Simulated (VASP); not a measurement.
Here is a VASP 6.6.1 calculation.

POSCAR

```
V
1.0
   -1.4947504659      1.4947504659      1.4947504659
    1.4947504659     -1.4947504659      1.4947504659
    1.4947504659      1.4947504659     -1.4947504659
V
1
Direct
    0.0000000000      0.0000000000      0.0000000000
```

INCAR.step1

```
SYSTEM = V
PREC     = Accurate       ! precision mode
ENCUT    = 520            ! plane-wave cutoff, eV
ISMEAR   = 0              ! smearing method
SIGMA    = 0.1            ! smearing width, eV
LREAL    = .False.        ! projectors in reciprocal space
LASPH    = .True.         ! aspherical terms in the spheres
NELM     = 80             ! most SCF steps
NBANDS   = 12             ! bands
GGA      = PE             ! functional
ALGO     = Normal         ! electronic algorithm
EDIFF    = 1E-4           ! SCF threshold, eV
LWAVE    = .True.         ! write WAVECAR
LCHARG   = .False.        ! write CHGCAR
```

The input INCAR.step2:

```
SYSTEM = V
PREC     = Accurate       ! precision mode
ENCUT    = 520            ! plane-wave cutoff, eV
EDIFF    = 1E-7           ! SCF threshold, eV
ISMEAR   = 0              ! smearing method
SIGMA    = 0.1            ! smearing width, eV
LREAL    = .False.        ! projectors in reciprocal space
LASPH    = .True.         ! aspherical terms in the spheres
NELM     = 80             ! most SCF steps
ALGO     = Normal         ! electronic algorithm
ISIF     = 2              ! what is computed and relaxed
LWAVE    = .False.        ! write WAVECAR
LCHARG   = .False.        ! write CHGCAR
METAGGA  = R2SCAN         ! meta-GGA
LMIXTAU  = .True.       
NBANDS   = 12             ! bands
ISTART   = 1
```

The input KPOINTS:

```
regular mesh
0
Gamma
  10 10 10
  0 0 0
```

Potentials or basis: VASP PAW PBE potentials, release 64 (V_sv).

Command:

```sh
$ cat potpaw_PBE.64/V_sv/POTCAR > POTCAR
$ cp INCAR.step1 INCAR
$ mpirun -np 1 vasp_std > vasp.out
$ cp INCAR.step2 INCAR
$ mpirun -np 1 vasp_std > vasp.out
```

Q: What does it give for the pressure?

A: 0.2 GPa.

Caveat: the PAW data sets were made with another functional, which shifts forces and pressure a little.
